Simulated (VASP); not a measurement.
# Si3N4 (P6_3/m) in VASP: notebook

Si3N4 is run at these levels: PBE; tasks: single point.

Program: VASP 6.6.1. These are calculated values, not measurements. Logs are shortened: lines on timing, memory, paths and dates and some standing lists are left out, and cuts for length are marked.

## (1) The cell of the first run

It takes space group P6_3/m (No. 176, hexagonal). Conventional cell: a = 7.608 Å, b = 7.608 Å, c = 2.911 Å, α = 90.00°, β = 90.00°, γ = 120.00°. Si (site symmetry m) has 4 N at 1.73 to 1.74 Å within 2.3 Å. N (site symmetry m) has 3 Si at 1.74 Å within 2.3 Å. N (site symmetry -6) has 3 Si at 1.73 Å within 2.3 Å.

## (2) Single point, PBE

Contents of INCAR:

```
  PREC = Accurate
  ENCUT = 520
  EDIFF = 1E-6
  ISMEAR = 0
  SIGMA = 0.01
  LREAL = False
  LASPH = True
  NELM = 80
  ALGO = Normal
  ISIF = 2
  LWAVE = False
  LCHARG = False
  GGA = PE
  NBANDS = 45
```

Contents of KPOINTS:

```
regular mesh
0
Gamma
  3 3 7
```

Contents of POSCAR:

```
Si3N4
1.0
    7.6080000162      0.0000000000      0.0000000000
   -3.8040000081      6.5887212860      0.0000000000
    0.0000000000      0.0000000000      2.9110000000
Si N
6 8
Direct
    0.7677315149      0.1738372725      0.2500000000
    0.5938942424      0.7677315149      0.7500000000
    0.8261627275      0.5938942424      0.2500000000
    0.2322684851      0.8261627275      0.7500000000
    0.4061057576      0.2322684851      0.2500000000
    0.1738372725      0.4061057576      0.7500000000
    0.0298235872      0.3297315470      0.2500000000
    0.7000920402      0.0298235872      0.7500000000
    0.6702684530      0.7000920402      0.2500000000
    0.9701764128      0.6702684530      0.7500000000
    0.2999079598      0.9701764128      0.2500000000
    0.3297315470      0.2999079598      0.7500000000
    0.6666666667      0.3333333333      0.2500000000
    0.3333333333      0.6666666667      0.7500000000
```

Potentials or basis: VASP PAW PBE potentials, release 64 (Si, N).

On the command line:

```
$ cat potpaw_PBE.64/Si/POTCAR potpaw_PBE.64/N/POTCAR > POTCAR
$ mpirun -np 1 vasp_std > vasp.out
```

OUTCAR:

```text
PREC = Accurate
   ENCUT = 520
   EDIFF = 1E-6
   ISMEAR = 0
   LREAL = False
   LASPH = True
   NELM = 80
   ISIF = 2
   GGA = PE

 ion  position               nearest neighbor table
   1  0.768  0.174  0.250-  13 1.73   7 1.74   8 1.74   8 1.74   3 3.00   5 3.00   2 3.05   2 3.05
                             6 3.05   6 3.05
   2  0.594  0.768  0.750-  14 1.73   8 1.74   9 1.74   9 1.74   6 3.00   4 3.00   1 3.05   1 3.05
                             3 3.05   3 3.05
   3  0.826  0.594  0.250-  13 1.73   9 1.74  10 1.74  10 1.74   1 3.00   5 3.00   4 3.05   4 3.05
                             2 3.05   2 3.05
   4  0.232  0.826  0.750-  14 1.73  10 1.74  11 1.74  11 1.74   6 3.00   2 3.00   5 3.05   5 3.05
                             3 3.05   3 3.05
   5  0.406  0.232  0.250-  13 1.73  11 1.74  12 1.74  12 1.74   3 3.00   1 3.00   4 3.05   4 3.05
                             6 3.05   6 3.05
   6  0.174  0.406  0.750-  14 1.73  12 1.74   7 1.74   7 1.74   4 3.00   2 3.00   1 3.05   1 3.05
                             5 3.05   5 3.05
   7  0.030  0.330  0.250-   1 1.74   6 1.74   6 1.74
   8  0.700  0.030  0.750-   2 1.74   1 1.74   1 1.74
   9  0.670  0.700  0.250-   3 1.74   2 1.74   2 1.74
  10  0.970  0.670  0.750-   4 1.74   3 1.74   3 1.74
  11  0.300  0.970  0.250-   5 1.74   4 1.74   4 1.74
  12  0.330  0.300  0.750-   6 1.74   5 1.74   5 1.74
  13  0.667  0.333  0.250-   1 1.73   3 1.73   5 1.73
  14  0.333  0.667  0.750-   4 1.73   6 1.73   2 1.73

  LATTYP: Found a hexagonal cell.
 ALAT       =     7.6080000162
 C/A-ratio  =     0.3826235533

  Lattice vectors:

 A1 = (   7.6080000162,   0.0000000000,   0.0000000000)
 A2 = (  -3.8040000081,   6.5887212860,   0.0000000000)
 A3 = (   0.0000000000,   0.0000000000,   2.9110000000)

Analysis of symmetry for initial positions (statically):
=====================================================================
 Subroutine PRICEL returns:
 Original cell was already a primitive cell.

 Routine SETGRP: Setting up the symmetry group for a
 hexagonal supercell.

 Subroutine GETGRP returns: Found 12 space group operations
 (whereof  6 operations were pure point group operations)
 out of a pool of 24 trial point group operations.

The static configuration has the point symmetry S_6 .
 The point group associated with its full space group is C_6h.

Analysis of symmetry for dynamics (positions and initial velocities):
=====================================================================
 Subroutine PRICEL returns:
 Original cell was already a primitive cell.

 Routine SETGRP: Setting up the symmetry group for a
 hexagonal supercell.

 Subroutine GETGRP returns: Found 12 space group operations
 (whereof  6 operations were pure point group operations)
 out of a pool of 24 trial point group operations.

The dynamic configuration has the point symmetry S_6 .
 The point group associated with its full space group is C_6h.

 Subroutine INISYM returns: Found 12 space group operations
 (whereof  6 operations are pure point group operations),
 and found     1 'primitive' translations

----------------------------------------------------------------------------------------

                                     Primitive cell

  volume of cell :     145.9197

  direct lattice vectors                    reciprocal lattice vectors
     7.608000016  0.000000000  0.000000000     0.131440589  0.075887259  0.000000000
    -3.804000008  6.588721286  0.000000000     0.000000000  0.151774518  0.000000000
     0.000000000  0.000000000  2.911000000     0.000000000  0.000000000  0.343524562

  length of vectors
     7.608000016  7.608000016  2.911000000     0.151774518  0.151774518  0.343524562

  position of ions in fractional coordinates (direct lattice)
     0.767731515  0.173837273  0.250000000
     0.593894242  0.767731515  0.750000000
     0.826162727  0.593894242  0.250000000
     0.232268485  0.826162727  0.750000000
     0.406105758  0.232268485  0.250000000
     0.173837273  0.406105758  0.750000000
     0.029823587  0.329731547  0.250000000
     0.700092040  0.029823587  0.750000000
     0.670268453  0.700092040  0.250000000
     0.970176413  0.670268453  0.750000000
     0.299907960  0.970176413  0.250000000
     0.329731547  0.299907960  0.750000000
     0.666666667  0.333333333  0.250000000
     0.333333333  0.666666667  0.750000000

[... 35 lines left out ...]
  Shift w.r.t. Gamma in fractional coordinates (k-lattice)
     0.000000000  0.000000000  0.000000000

 Subroutine IBZKPT returns following result:
 ===========================================

 Found     12 irreducible k-points:

 Following reciprocal coordinates:
            Coordinates               Weight
  0.000000  0.000000  0.000000      1.000000
  0.333333  0.000000  0.000000      6.000000
  0.333333  0.333333  0.000000      2.000000
  0.000000  0.000000  0.142857      2.000000
  0.333333  0.000000  0.142857     12.000000
  0.333333  0.333333  0.142857      4.000000
  0.000000  0.000000  0.285714      2.000000
  0.333333  0.000000  0.285714     12.000000
  0.333333  0.333333  0.285714      4.000000
  0.000000  0.000000  0.428571      2.000000
  0.333333  0.000000  0.428571     12.000000
  0.333333  0.333333  0.428571      4.000000
   k-points           NKPTS =     12   k-points in BZ     NKDIM =     12   number of bands    NBANDS=     45
   number of dos      NEDOS =    301   number of ions     NIONS =     14
   total plane-waves  NPLWV =  86400
   dimension x,y,z NGX =    60 NGY =   60 NGZ =   24
   dimension x,y,z NGXF=   120 NGYF=  120 NGZF=   48
   ions per type =               6   8
   NGX,Y,Z   is equivalent  to a cutoff of  13.11, 13.11, 13.71 a.u.
   NGXF,Y,Z  is equivalent  to a cutoff of  26.22, 26.22, 27.41 a.u.
 SYSTEM =  unknown system
   PREC   = accura    normal or accurate (medium, high low for compatibility)
   ISTART =      0    job   : 0-new  1-cont  2-samecut
   ICHARG =      2    charge: 1-file 2-atom 10-const
   ISPIN  =      1    spin polarized calculation?
   LNONCOLLINEAR =      F non collinear calculations
   LSORBIT =      F    spin-orbit coupling
   LASPH  =      T    aspherical Exc in radial PAW
   ENCUT  =  520.0 eV  38.22 Ry    6.18 a.u.  14.15 14.15  5.41*2*pi/ulx,y,z
   NELM   =     80;   NELMIN=  2; NELMDL= -5     # of ELM steps
   EDIFF  = 0.1E-05   stopping-criterion for ELM
   LREAL  =      F    real-space projection
   EDIFFG = 0.1E-04   stopping-criterion for IOM
   NSW    =      0    number of steps for IOM
   IBRION =     -1    ionic relax: 0-MD 1-quasi-New 2-CG
   NFREE  =      0    steps in history (QN), initial steepest desc. (CG)
   ISIF   =      2    stress and relaxation
   ISYM   =      2    0-nonsym 1-usesym 2-fastsym
   POTIM  = 0.5000    time-step for ionic-motion
   TEBEG  =    0.0;   TEEND  =   0.0 temperature during run
   PSTRESS=    0.0 pullay stress
   NELECT =      64.0000    total number of electrons
   NUPDOWN=      -1.0000    fix difference up-down
   EMIN   =  10.00;   EMAX   =-10.00  energy-range for DOS
   EFERMI =   0.00;   METHOD = LEGACY
   ISMEAR =     0;   SIGMA  =   0.01  broadening in eV -4-tet -1-fermi 0-gaus
   EFERMI_NEDOS =   21; number of points for ismear=-14 and -15
   IALGO  =     38    algorithm
   IMIX   =      4    mixing-type and parameters
     AMIX     =   0.40;   BMIX     =  1.00
     AMIX_MAG =   1.60;   BMIX_MAG =  1.00
  volume/ion in A,a.u.               =      10.42        70.34
  Fermi-wavevector in a.u.,A,eV,Ry     =   1.243837  2.350511 21.049995  1.547131
  Thomas-Fermi vector in A             =   2.378130
   LORBIT       =      0    0 simple, 1 ext, 2 COOP (PROOUT), +10 PAW based schemes
   GGA     = PE    functional components
   LHFCALC =     F    Hartree Fock is set to
   AEXX    =    0.0000 exact exchange contribution
   IVDW    =     0    specifies the selected vdW correction
   LEPSILON=     F    determine dielectric tensor
   LRPA    =     F    only Hartree local field effects (RPA)
 non-spin polarized calculation
 Gauss-broadening in eV      SIGMA  =   0.01
  energy-cutoff  :      520.00
  volume of cell :      145.92
 maximum number of plane-waves:      3965
 NGX is ok and might be reduce to    60
   NGX = 29   NGY = 29   NGZ = 11

 number of electron      63.9999992 magnetization

 Free energy of the ion-electron system (eV)
  ---------------------------------------------------
  ext. energy  EPLUGINS =         0.00000000
  ---------------------------------------------------
  free energy    TOTEN  =      -114.50332194 eV

  energy without entropy =     -114.50332194  energy(sigma->0) =     -114.50332194

 E-fermi :   6.8069     XC(G=0): -10.7978

 val. band max:        6.7458758936   @ k =   0.0000   0.0000   0.1429
 cond. band min:      11.0411155927   @ k =   0.0000   0.0000   0.0000
 fundamental gap:      4.2952396992
 Fermi energy:         6.8069401090

 k-point     1 :       0.0000    0.0000    0.0000
  band No.  band energies     occupation
      1     -11.4620      2.00000
      2     -10.0017      2.00000
      3     -10.0017      2.00000
      4      -9.3610      2.00000
      5      -9.2311      2.00000
      6      -9.2311      2.00000
[... 553 lines left out ...]
     43      14.5089      0.00000
     44      14.5089      0.00000
 [bands above 44 left out]

------------------------ aborting loop because EDIFF is reached ----------------------------------------

  FORCE on cell =-STRESS in cart. coord.  units (eV):
  Direction    XX          YY          ZZ          XY          YZ          ZX
  --------------------------------------------------------------------------------------
  -------------------------------------------------------------------------------------
  Total        4.2745372      4.2745372      3.7795474     -0.0000000      0.0000000      0.0000000
  in kB       46.9338131     46.9338131     41.4988948     -0.0000005      0.0000000      0.0000000
  external PRESSURE =      45.1221737 kB  Pullay stress =       0.0000000 kB

 VOLUME and BASIS-vectors are now :
 -----------------------------------------------------------------------------
  energy-cutoff  :      520.00
  volume of cell :      145.92
      direct lattice vectors                 reciprocal lattice vectors
     7.608000016  0.000000000  0.000000000     0.131440589  0.075887259  0.000000000
    -3.804000008  6.588721286  0.000000000     0.000000000  0.151774518  0.000000000
     0.000000000  0.000000000  2.911000000     0.000000000  0.000000000  0.343524562

 POSITION                                       TOTAL-FORCE (eV/Angst)
 -----------------------------------------------------------------------------------
      5.17962      1.14537      0.72775         0.002883      0.003861      0.000000
      1.59790      5.05837      2.18325        -0.001902      0.004427      0.000000
      4.02627      3.91300      0.72775        -0.004785      0.000566      0.000000
     -1.37562      5.44336      2.18325        -0.002883     -0.003861     -0.000000
      2.20610      1.53035      0.72775         0.001902     -0.004427     -0.000000
     -0.22227      2.67572      2.18325         0.004785     -0.000566      0.000000
     -1.02740      2.17251      0.72775        -0.001916     -0.003086     -0.000000
      5.21285      0.19650      2.18325         0.001715     -0.003202      0.000000
      2.43625      4.61271      0.72775         0.003631     -0.000116     -0.000000
      4.83140      4.41621      2.18325         0.001916      0.003086      0.000000
     -1.40885      6.39222      0.72775        -0.001715      0.003202     -0.000000
      1.36775      1.97601      2.18325        -0.003631      0.000116      0.000000
      3.80400      2.19624      0.72775        -0.000000     -0.000000      0.000000
     -0.00000      4.39248      2.18325        -0.000000     -0.000000     -0.000000
 -----------------------------------------------------------------------------------
    total drift:                                0.000000      0.000000      0.000000

  FREE ENERGIE OF THE ION-ELECTRON SYSTEM (eV)
  ---------------------------------------------------
  free  energy   TOTEN  =      -114.5033219406 eV

  energy  without entropy=     -114.5033219406  energy(sigma->0) =     -114.50332194
```

Wall time 72 s (1 thread of Intel Xeon Platinum 8375C at 2.90GHz (Ice Lake), shared host); peak memory 0.28 GiB.

Results:

```
Free energy            : -114.5033 eV
Pressure               : 4.5 GPa
Largest force          : 0.005 eV/Å
Band gap on the k mesh : 4.30 eV, indirect (least direct gap 4.50 eV)
```

Forces in eV/Å, atoms in the order of the input:
```
Si   0.003  0.004  0.000
Si  -0.002  0.004  0.000
Si  -0.005  0.001  0.000
Si  -0.003 -0.004  0.000
Si   0.002 -0.004  0.000
Si   0.005 -0.001  0.000
N   -0.002 -0.003  0.000
N    0.002 -0.003  0.000
N    0.004  0.000  0.000
N    0.002  0.003  0.000
N   -0.002  0.003  0.000
N   -0.004  0.000  0.000
N    0.000  0.000  0.000
N    0.000  0.000  0.000
```

Stress tensor (GPa, compression positive):
```
4.69 0.00 0.00
0.00 4.69 0.00
0.00 0.00 4.15
```

Levels at points of the mesh, in eV from the valence-band top:
```
           k point  band 28  band 29  band 30  band 31  band 32  band 33  band 34  band 35  band 36  band 37
(0.00, 0.00, 0.00)    -1.29    -1.29    -0.47    -0.39    -0.20     4.30     4.74     4.87     4.87     5.21
```

A k mesh can miss the band edges. Expect the measured gap to be larger: semilocal functionals such as PBE lack the derivative discontinuity.

## (3) Single point, PBE

This run uses another cell than the first one, of 10.63 Å³/atom, 1.020 times its volume.

Contents of INCAR:

```
PREC = Accurate
ENCUT = 520
EDIFF = 1E-6
ISMEAR = 0
SIGMA = 0.01
LREAL = F
LASPH = T
NELM = 80
ALGO = Normal
ISIF = 2
LWAVE = F
LCHARG = F
GGA = PE
NBANDS = 45
```

KPOINTS is that of step 2.

Contents of POSCAR:

```
Si3N4
1.0
    7.6635606248      0.0000000000      0.0000000000
   -3.8317803124      6.6368381845      0.0000000000
    0.0000000000      0.0000000000      2.9264805986
Si N
6 8
Direct
    0.7689111795      0.1750103537      0.2500000000
    0.5939008258      0.7689111795      0.7500000000
    0.8249896463      0.5939008258      0.2500000000
    0.2310888205      0.8249896463      0.7500000000
    0.4060991742      0.2310888205      0.2500000000
    0.1750103537      0.4060991742      0.7500000000
    0.0308367409      0.3300005066      0.2500000000
    0.7008362344      0.0308367409      0.7500000000
    0.6699994934      0.7008362344      0.2500000000
    0.9691632591      0.6699994934      0.7500000000
    0.2991637656      0.9691632591      0.2500000000
    0.3300005066      0.2991637656      0.7500000000
    0.6666666667      0.3333333333      0.2500000000
    0.3333333333      0.6666666667      0.7500000000
```

Potentials or basis: VASP PAW PBE potentials, release 64 (Si, N).

On the command line:

```
$ cat potpaw_PBE.64/Si/POTCAR potpaw_PBE.64/N/POTCAR > POTCAR
$ mpirun -np 1 vasp_std > vasp.out
```

Wall time 63 s (1 thread of Intel Xeon Platinum 8375C at 2.90GHz (Ice Lake), shared host); peak memory 0.28 GiB.

It converged, with:

```yaml
Free_energy: -114.5438 eV
Pressure: -0.3 GPa
Largest_force: 0.003 eV/Å
Band_gap_on_the_k_mesh: 4.25 eV, indirect (least direct gap 4.44 eV)
```

Forces in eV/Å, atoms in the order of the input:
```
Si   0.002  0.003  0.000
Si  -0.001  0.003  0.000
Si  -0.003  0.001  0.000
Si  -0.002 -0.003  0.000
Si   0.001 -0.003  0.000
Si   0.003 -0.001  0.000
N   -0.001 -0.002  0.000
N    0.002 -0.002  0.000
N    0.003  0.000  0.000
N    0.001  0.002  0.000
N   -0.002  0.002  0.000
N   -0.003  0.000  0.000
N    0.000  0.000  0.000
N    0.000  0.000  0.000
```

Levels at points of the mesh, in eV from the valence-band top:
| k point | band 30 | band 31 | band 32 | band 33 | band 34 | band 35 |
| --- | --- | --- | --- | --- | --- | --- |
| (0.00, 0.00, 0.00) | -0.45 | -0.39 | -0.19 | 4.25 | 4.59 | 4.78 |

[end of part 1 of 2]
